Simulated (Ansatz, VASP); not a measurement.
## AlO5 in VASP and in Ansatz

```
Al O
1.0
     2.62147    1.51350    2.96555
    -2.62147    1.51350    2.96555
     0.00000   -3.02701    2.96555
Al O
1 5
Direct
  0.50000 0.50000 0.50000
  0.50000 0.50000 0.00000
  0.00000 0.50000 0.50000
  0.50000 0.00000 0.50000
  0.72028 0.72028 0.72028
  0.27972 0.27972 0.27972
```

Alike in both runs: task single point; functional PBE; k mesh 6 × 6 × 6; occupations gaussian, width 0.1 eV; no spin polarisation.

|  | VASP | Ansatz |
| --- | --- | --- |
| version | VASP 6.6.1 | Ansatz 0.2.0 |
| potentials or method | VASP PAW PBE potentials, release 64 (Al, O), cutoff 520 eV | scalar-relativistic, plane waves, PAW |
| valence electrons in the cell | 33 | 33 |

```csv
,VASP,Ansatz,Ansatz less VASP
gap on the k mesh at the Fermi level (eV),none,none,-
pressure (GPa),18.5,18.6,+0.09
"traceless stress, the component that is largest in VASP (GPa)",-33.57,-33.69,-0.125
rms of the force components (eV/Å),1.271,1.259,-0.0124
```

Atom by atom the forces differ by 0.012 eV/Å (rms over components). A gap of «none» marks a metal or a gap that the smearing closes. The functional is the same, so the differences come from potentials, cutoffs and numerics.
